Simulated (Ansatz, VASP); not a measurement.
Two plane-wave programs on NaCl

```
Na Cl
1.0
     0.17803    3.13625    3.13625
     3.13625    0.17803    3.13625
     3.13625    3.13625    0.17803
Na Cl
1 1
Direct
  0.00624 0.00624 0.00624
  0.24376 0.24376 0.24376
```

Change from the starting cell: epitaxial_111 strain -4.2%.

Alike in both runs: task single point; functional PBE; k mesh 8 × 8 × 8; occupations fermi-dirac, width 0.02 eV; no spin polarisation.

|  | VASP | Ansatz |
| --- | --- | --- |
| version | VASP 6.6.1 | Ansatz 0.2.0 |
| potentials or method | VASP PAW PBE potentials, release 64 (Na_pv, Cl) | plane waves, PAW |
| plane-wave cutoff (eV) | 520 | 420 |
| valence electrons in the cell | 14 | 16 |

|  | VASP | Ansatz | Ansatz less VASP |
| --- | --- | --- | --- |
| gap on the k mesh at the Fermi level (eV) | 4.90 | 4.90 | +0.001 |
| pressure (GPa) | 1.4 | 1.5 | +0.01 |
| traceless stress, the component that is largest in VASP (GPa) | -0.36 | -0.36 | -0.001 |
| rms of the force components (eV/Å) | 0.004 | 0.004 | -0.0007 |

Atom by atom the forces differ by 0.001 eV/Å (rms over components). With one functional, cell and mesh, what is left measures potentials, basis and numerics. VASP's potentials hold 14 valence electrons a cell and Ansatz's 16, so a difference there can come from the potentials and not from the codes.
